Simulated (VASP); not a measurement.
# SiC (l.bA) (F-43m) in VASP: further runs

The runs below take SiC (l.bA) through single point, with LDA.

Everything below comes from runs of VASP 6.6.1. Logs are shortened: lines on timing, memory, paths and dates and some standing lists are left out, and cuts for length are marked.

### 1 The cell of the first run

Symmetry: F-43m, No. 216, cubic system. Conventional cell: a = 4.329 Å, b = 4.329 Å, c = 4.329 Å, α = 90.00°, β = 90.00°, γ = 90.00°. Within 2.5 Å of Si (site symmetry -43m) lie 4 C at 1.87 Å. Within 2.5 Å of C (site symmetry -43m) lie 4 Si at 1.87 Å.

### 2 Single point, LDA

INCAR reads:

```
SYSTEM = SiC
ALGO = Normal ; EDIFF = 1E-6
ENCUT = 600 ; GGA = CA
GGA_COMPAT = .FALSE. ; ISIF = 2
ISMEAR = 0 ; LASPH = .TRUE.
LCHARG = .FALSE. ; LREAL = .FALSE.
LWAVE = .FALSE. ; NBANDS = 11
NELM = 120 ; PREC = Accurate
SIGMA = 0.02
```

KPOINTS reads:

```
k-points
0
G
  10 10 10
  0 0 0
```

POSCAR reads:

```
SiC
1.0
    0.0000000000      2.1645334607      2.1645334607
    2.1645334607      0.0000000000      2.1645334607
    2.1645334607      2.1645334607      0.0000000000
Si C
1 1
Direct
    0.0000000000      0.0000000000      0.0000000000
    0.2500000000      0.2500000000      0.2500000000
```

Potentials or basis: VASP PAW LDA potentials, release 64 (Si, C).

Run with:

```bash
> cat potpaw_LDA.64/Si/POTCAR potpaw_LDA.64/C/POTCAR > POTCAR
> mpirun -np 1 vasp_std > vasp.out
```

OUTCAR:

```text
SYSTEM = SiC
   EDIFF = 1E-6
   ENCUT = 600
   GGA = CA
   ISIF = 2
   ISMEAR = 0
   LASPH = .TRUE.
   LREAL = .FALSE.
   NELM = 120
   PREC = Accurate

 ion  position               nearest neighbor table
   1  0.000  0.000  0.000-   2 1.87   2 1.87   2 1.87   2 1.87
   2  0.250  0.250  0.250-   1 1.87   1 1.87   1 1.87   1 1.87

  LATTYP: Found a face centered cubic cell.
 ALAT       =     4.3290669214

  Lattice vectors:

 A1 = (   0.0000000000,   2.1645334607,   2.1645334607)
 A2 = (   2.1645334607,   0.0000000000,   2.1645334607)
 A3 = (   2.1645334607,   2.1645334607,   0.0000000000)

Analysis of symmetry for initial positions (statically):
=====================================================================
 Subroutine PRICEL returns:
 Original cell was already a primitive cell.

 Routine SETGRP: Setting up the symmetry group for a
 face centered cubic supercell.

 Subroutine GETGRP returns: Found 24 space group operations
 (whereof 24 operations were pure point group operations)
 out of a pool of 48 trial point group operations.

The static configuration has the point symmetry T_d .

Analysis of symmetry for dynamics (positions and initial velocities):
=====================================================================
 Subroutine PRICEL returns:
 Original cell was already a primitive cell.

 Routine SETGRP: Setting up the symmetry group for a
 face centered cubic supercell.

 Subroutine GETGRP returns: Found 24 space group operations
 (whereof 24 operations were pure point group operations)
 out of a pool of 48 trial point group operations.

The dynamic configuration has the point symmetry T_d .

 Subroutine INISYM returns: Found 24 space group operations
 (whereof 24 operations are pure point group operations),
 and found     1 'primitive' translations

----------------------------------------------------------------------------------------

                                     Primitive cell

  volume of cell :      20.2826

  direct lattice vectors                    reciprocal lattice vectors
     0.000000000  2.164533461  2.164533461    -0.230996660  0.230996660  0.230996660
     2.164533461  0.000000000  2.164533461     0.230996660 -0.230996660  0.230996660
     2.164533461  2.164533461  0.000000000     0.230996660  0.230996660 -0.230996660

  length of vectors
     3.061112576  3.061112576  3.061112576     0.400097952  0.400097952  0.400097952

  position of ions in fractional coordinates (direct lattice)
     0.000000000  0.000000000  0.000000000
     0.250000000  0.250000000  0.250000000

  ion indices of the primitive-cell ions
   primitive index   ion index
                 1           1
                 2           2

----------------------------------------------------------------------------------------

 KPOINTS: k-points

Automatic generation of k-mesh.
 Grid dimensions read from file:
 generate k-points for:   10   10   10

 Generating k-lattice:

  Cartesian coordinates                     Fractional coordinates (reciprocal lattice)
    -0.023099666  0.023099666  0.023099666     0.100000000  0.000000000  0.000000000
     0.023099666 -0.023099666  0.023099666     0.000000000  0.100000000  0.000000000
     0.023099666  0.023099666 -0.023099666     0.000000000  0.000000000  0.100000000

  Length of vectors
     0.040009795  0.040009795  0.040009795

  Shift w.r.t. Gamma in fractional coordinates (k-lattice)
     0.000000000  0.000000000  0.000000000

 Subroutine IBZKPT returns following result:
 ===========================================

 Found     47 irreducible k-points:

 Following reciprocal coordinates:
            Coordinates               Weight
  0.000000  0.000000  0.000000      1.000000
  0.100000  0.000000  0.000000      8.000000
  0.200000  0.000000  0.000000      8.000000
  0.300000  0.000000  0.000000      8.000000
  0.400000  0.000000  0.000000      8.000000
  0.500000  0.000000  0.000000      4.000000
[... 16 lines left out ...]
  0.300000  0.300000  0.000000      6.000000
  0.400000  0.300000  0.000000     24.000000
 [... further k-points ...]
   k-points           NKPTS =     47   k-points in BZ     NKDIM =     47   number of bands    NBANDS=     11
   number of dos      NEDOS =    301   number of ions     NIONS =      2
   total plane-waves  NPLWV =  13824
   dimension x,y,z NGX =    24 NGY =   24 NGZ =   24
   dimension x,y,z NGXF=    48 NGYF=   48 NGZF=   48
   ions per type =               1   1
   NGX,Y,Z   is equivalent  to a cutoff of  13.03, 13.03, 13.03 a.u.
   NGXF,Y,Z  is equivalent  to a cutoff of  26.07, 26.07, 26.07 a.u.
 SYSTEM =  SiC
   PREC   = accura    normal or accurate (medium, high low for compatibility)
   ISTART =      0    job   : 0-new  1-cont  2-samecut
   ICHARG =      2    charge: 1-file 2-atom 10-const
   ISPIN  =      1    spin polarized calculation?
   LNONCOLLINEAR =      F non collinear calculations
   LSORBIT =      F    spin-orbit coupling
   LASPH  =      T    aspherical Exc in radial PAW
   ENCUT  =  600.0 eV  44.10 Ry    6.64 a.u.   6.11  6.11  6.11*2*pi/ulx,y,z
   NELM   =    120;   NELMIN=  2; NELMDL= -5     # of ELM steps
   EDIFF  = 0.1E-05   stopping-criterion for ELM
   LREAL  =      F    real-space projection
   EDIFFG = 0.1E-04   stopping-criterion for IOM
   NSW    =      0    number of steps for IOM
   IBRION =     -1    ionic relax: 0-MD 1-quasi-New 2-CG
   NFREE  =      0    steps in history (QN), initial steepest desc. (CG)
   ISIF   =      2    stress and relaxation
   ISYM   =      2    0-nonsym 1-usesym 2-fastsym
   POTIM  = 0.5000    time-step for ionic-motion
   TEBEG  =    0.0;   TEEND  =   0.0 temperature during run
   PSTRESS=    0.0 pullay stress
   NELECT =       8.0000    total number of electrons
   NUPDOWN=      -1.0000    fix difference up-down
   EMIN   =  10.00;   EMAX   =-10.00  energy-range for DOS
   EFERMI =   0.00;   METHOD = LEGACY
   ISMEAR =     0;   SIGMA  =   0.02  broadening in eV -4-tet -1-fermi 0-gaus
   EFERMI_NEDOS =   21; number of points for ismear=-14 and -15
   IALGO  =     38    algorithm
   IMIX   =      4    mixing-type and parameters
     AMIX     =   0.40;   BMIX     =  1.00
     AMIX_MAG =   1.60;   BMIX_MAG =  1.00
  volume/ion in A,a.u.               =      10.14        68.44
  Fermi-wavevector in a.u.,A,eV,Ry     =   1.200597  2.268799 19.611883  1.441433
  Thomas-Fermi vector in A             =   2.336428
   LORBIT       =      0    0 simple, 1 ext, 2 COOP (PROOUT), +10 PAW based schemes
   GGA     = CA    functional components
   LHFCALC =     F    Hartree Fock is set to
   AEXX    =    0.0000 exact exchange contribution
   IVDW    =     0    specifies the selected vdW correction
   LEPSILON=     F    determine dielectric tensor
   LRPA    =     F    only Hartree local field effects (RPA)
 non-spin polarized calculation
 Gauss-broadening in eV      SIGMA  =   0.02
  energy-cutoff  :      600.00
  volume of cell :       20.28
 maximum number of plane-waves:       700
   NGX = 13   NGY = 13   NGZ = 13

 number of electron       8.0000000 magnetization

 Free energy of the ion-electron system (eV)
  ---------------------------------------------------
  ext. energy  EPLUGINS =         0.00000000
  ---------------------------------------------------
  free energy    TOTEN  =       -16.64463217 eV

  energy without entropy =      -16.64463217  energy(sigma->0) =      -16.64463217

 E-fermi :   8.3861     XC(G=0): -11.6418

 val. band max:        8.2897557688   @ k =   0.0000   0.0000   0.0000
 cond. band min:       9.5775905757   @ k =   0.5000   0.5000   0.0000
 fundamental gap:      1.2878348068
 Fermi energy:         8.3860807099

 k-point     1 :       0.0000    0.0000    0.0000
  band No.  band energies     occupation
      1      -7.1828      2.00000
      2       8.2898      2.00000
      3       8.2898      2.00000
      4       8.2898      2.00000
      5      14.8172      0.00000
      6      15.6204      0.00000
      7      15.6204      0.00000
      8      15.6204      0.00000
      9      22.8663      0.00000
     10      22.8663      0.00000
     11      24.7728      0.00000

 k-point     2 :       0.1000    0.0000    0.0000
  band No.  band energies     occupation
      1      -6.9838      2.00000
      2       7.2887      2.00000
      3       8.1547      2.00000
      4       8.1547      2.00000
      5      14.9874      0.00000
      6      15.8654      0.00000
      7      15.8654      0.00000
      8      15.9581      0.00000
      9      21.8880      0.00000
     10      21.8880      0.00000
     11      24.5280      0.00000

 k-point     3 :       0.2000    0.0000    0.0000
  band No.  band energies     occupation
      1      -6.3945      2.00000
      2       5.1606      2.00000
      3       7.8454      2.00000
      4       7.8454      2.00000
      5      14.6279      0.00000
      6      16.2210      0.00000
      7      16.2210      0.00000
      8      17.1786      0.00000
      9      21.2100      0.00000
     10      21.2100      0.00000
     11      23.6628      0.00000

 k-point     4 :       0.3000    0.0000    0.0000
  band No.  band energies     occupation
      1      -5.4484      2.00000
      2       2.8188      2.00000
      3       7.5274      2.00000
      4       7.5274      2.00000
      5      14.2159      0.00000
      6      16.0654      0.00000
      7      16.0654      0.00000
      8      18.0906      0.00000
      9      22.0428      0.00000
     10      22.0428      0.00000
     11      23.4237      0.00000

 k-point     5 :       0.4000    0.0000    0.0000
  band No.  band energies     occupation
      1      -4.2649      2.00000
      2       0.7172      2.00000
      3       7.3077      2.00000
      4       7.3077      2.00000
      5      13.9506      0.00000
      6      15.6730      0.00000
      7      15.6730      0.00000
      8      18.3287      0.00000
      9      23.9797      0.00000
     10      23.9797      0.00000
     11      24.0132      0.00000
[... 211 lines left out ...]
 k-point    21 :      -0.3000    0.2000    0.0000
  band No.  band energies     occupation
      1      -4.0378      2.00000
      2       1.8400      2.00000
      3       4.4295      2.00000
      4       7.1085      2.00000
      5      13.8609      0.00000
      6      16.6258      0.00000
      7      17.0513      0.00000
      8      18.6410      0.00000
      9      21.0492      0.00000
     10      23.7381      0.00000
     11      27.4394      0.00000

 k-point    22 :      -0.2000    0.2000    0.0000
  band No.  band energies     occupation
      1      -5.1316      2.00000
      2       3.4976      2.00000
      3       5.0153      2.00000
      4       7.6403      2.00000
      5      14.8534      0.00000
      6      16.4056      0.00000
      7      16.6822      0.00000
      8      17.5015      0.00000
      9      19.8240      0.00000
     10      23.7083      0.00000
     11      27.5509      0.00000

 k-point    23 :       0.3000    0.3000    0.0000
  band No.  band energies     occupation
      1      -4.8617      2.00000
      2       3.9786      2.00000
      3       5.8914      2.00000
      4       5.8914      2.00000
      5      11.4157      0.00000
      6      13.8624      0.00000
      7      19.8643      0.00000
      8      19.8643      0.00000
      9      20.8195      0.00000
     10      25.4651      0.00000
     11      30.0653      0.00000

 k-point    24 :       0.4000    0.3000    0.0000
  band No.  band energies     occupation
      1      -3.9675      2.00000
      2       2.7328      2.00000
      3       5.0842      2.00000
      4       5.6259      2.00000
      5      11.1086      0.00000
      6      13.8750      0.00000
      7      19.9877      0.00000
      8      20.2565      0.00000
      9      22.1090      0.00000
     10      26.4367      0.00000
     11      29.7111      0.00000

 [... further k-points ...]
[... 5 lines left out ...]
  --------------------------------------------------------------------------------------
  -------------------------------------------------------------------------------------
  Total        0.0311184      0.0311184      0.0311184      0.0000000      0.0000000      0.0000000
  in kB        2.4581286      2.4581286      2.4581286      0.0000000      0.0000000      0.0000000
  external PRESSURE =       2.4581286 kB  Pullay stress =       0.0000000 kB

 VOLUME and BASIS-vectors are now :
 -----------------------------------------------------------------------------
  energy-cutoff  :      600.00
  volume of cell :       20.28
      direct lattice vectors                 reciprocal lattice vectors
     0.000000000  2.164533461  2.164533461    -0.230996660  0.230996660  0.230996660
     2.164533461  0.000000000  2.164533461     0.230996660 -0.230996660  0.230996660
     2.164533461  2.164533461  0.000000000     0.230996660  0.230996660 -0.230996660

 POSITION                                       TOTAL-FORCE (eV/Angst)
 -----------------------------------------------------------------------------------
      0.00000      0.00000      0.00000         0.000000      0.000000     -0.000000
      1.08227      1.08227      1.08227        -0.000000     -0.000000      0.000000
 -----------------------------------------------------------------------------------
    total drift:                                0.000000      0.000000      0.000000

  FREE ENERGIE OF THE ION-ELECTRON SYSTEM (eV)
  ---------------------------------------------------
  free  energy   TOTEN  =       -16.6446321654 eV

  energy  without entropy=      -16.6446321654  energy(sigma->0) =      -16.64463217
```

Run time: 8 s. Hardware: 1 thread of Intel Xeon Platinum 8488C (Sapphire Rapids), shared host; peak memory 0.12 GiB.

What came out:

- Free energy: -16.6446 eV
- Pressure: 0.2 GPa
- Band gap on the k mesh: 1.29 eV, indirect (least direct gap 4.52 eV)

A k mesh can miss the band edges. Expect the measured gap to be larger: semilocal functionals such as LDA lack the derivative discontinuity.

### 3 Single point, LDA

INCAR reads:

```
ALGO = Normal
EDIFF = 1E-6
ENCUT = 600
GGA_COMPAT = False
ISIF = 2
ISMEAR = 0
LASPH = True
LCHARG = False
LREAL = False
LWAVE = False
NBANDS = 11
NELM = 120
PREC = Accurate
SIGMA = 0.02
```

KPOINTS reads:

```
k-points
0
Gamma
  12 12 12
```

POSCAR is that of step 2.

Potentials or basis: VASP PAW LDA potentials, release 64 (Si, C).

Run with:

```bash
> cat potpaw_LDA.64/Si/POTCAR potpaw_LDA.64/C/POTCAR > POTCAR
> mpirun -np 1 vasp_std > vasp.out
```

Wall time 12 s (1 thread of Intel Xeon Platinum 8488C (Sapphire Rapids), shared host); peak memory 0.13 GiB.

Results (log left out):

```yaml
Free_energy: -16.6448 eV
Pressure: 0.2 GPa
Band_gap_on_the_k_mesh: 1.29 eV, indirect (least direct gap 4.52 eV)
```

Levels at points of the mesh, in eV from the valence-band top:
```csv
k point,band 2,band 3,band 4,band 5,band 6,band 7
"(0.00, 0.00, 0.00)",0.00,0.00,0.00,6.53,7.33,7.33
"(0.50, 0.00, 0.00)",-8.67,-1.06,-1.06,5.57,7.21,7.21
"(0.50, 0.50, 0.00)",-7.88,-3.23,-3.23,1.29,4.26,14.06
```
